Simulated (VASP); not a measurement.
**CdS: G0W0 quasiparticle levels with PBE**

Crystal: CdS.

```
Cd S
1.0
     0.00000    2.93921    2.93921
     2.93921    0.00000    2.93921
     2.93921    2.93921    0.00000
Cd S
1 1
Direct
  0.00000 0.00000 0.00000
  0.25000 0.25000 0.25000
```

```
Program                         : VASP 6.6.1
Task                            : G0W0 quasiparticle levels
Functional                      : PBE
Potentials or basis             : VASP PAW PBE potentials, release 64 (Cd_GW, S_GW)
Cutoff                          : 500 eV
k mesh                          : 4 × 4 × 4
Occupations                     : gaussian, width 0.01 eV
Spin                            : no spin polarisation
Dipole correction               : no
GW scheme                       : G0W0
GW iterations                   : 1
Cutoff of the response function : 150
Frequency points                : 96
Empty bands                     : 211
Further INCAR settings          : ALGO = EVGW0; EDIFF = 1e-08; NBANDS = 220
```

* Quasiparticle gap: 1.85 eV
* Least direct quasiparticle gap: 1.85 eV
* Band gap of the starting levels on the mesh: 1.08 eV
* Least direct gap of the starting levels on the mesh: 1.08 eV

Run time: 4 min on 1 thread of Intel(R) Xeon(R) 6975P-C (Granite Rapids), on a shared host, peak memory 0.64 GiB.

Caveat: the k points lie up to 0.46 Å⁻¹ apart; bands, screening cutoff and mesh are small and nothing is extrapolated, so the quasiparticle values aren't converged.
